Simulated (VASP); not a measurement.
A run of VASP 6.6.1 is set up as follows.

The input INCAR:

```
SYSTEM = ZrB
ALGO = Normal
EDIFF = 1E-6
ENCUT = 520
GGA = PE
ISIF = 2
ISMEAR = -1
LASPH = .True.
LCHARG = .False.
LREAL = .False.
LWAVE = .False.
NBANDS = 14
NELM = 100
PREC = Accurate
SIGMA = 0.05
```

File KPOINTS:

```
k-points
0
Gamma
  10 10 7
  0 0 0
```

Contents of POSCAR:

```
ZrB
1.0
    1.9614334600     -1.9857162700      0.0000000000
    1.9614334600      1.9857162700      0.0000000000
    0.0000000000      0.0000000000      4.0139456300
Zr B
1 1
Direct
    0.0000000000      0.0000000000      0.5000000000
    0.5000000000      0.5000000000      0.5000000000
```

Potentials or basis: VASP PAW PBE potentials, release 64 (Zr_sv, B).

Run with:

```sh
$ cat potpaw_PBE.64/Zr_sv/POTCAR potpaw_PBE.64/B/POTCAR > POTCAR
$ mpirun -np 1 vasp_std > vasp.out
```

**Question.** Predict the pressure.

**Answer.** 76.5 GPa.

**Question.** What does it give for the band gap on the k mesh?

**Answer.** Zero (an odd number of electrons rules out a gap without spin polarisation).

Stress tensor (GPa, compression positive):
```
115.49   0.00   0.00
  0.00 113.25   0.00
  0.00   0.00   0.70
```

Caveat: the cell stands under pressure.
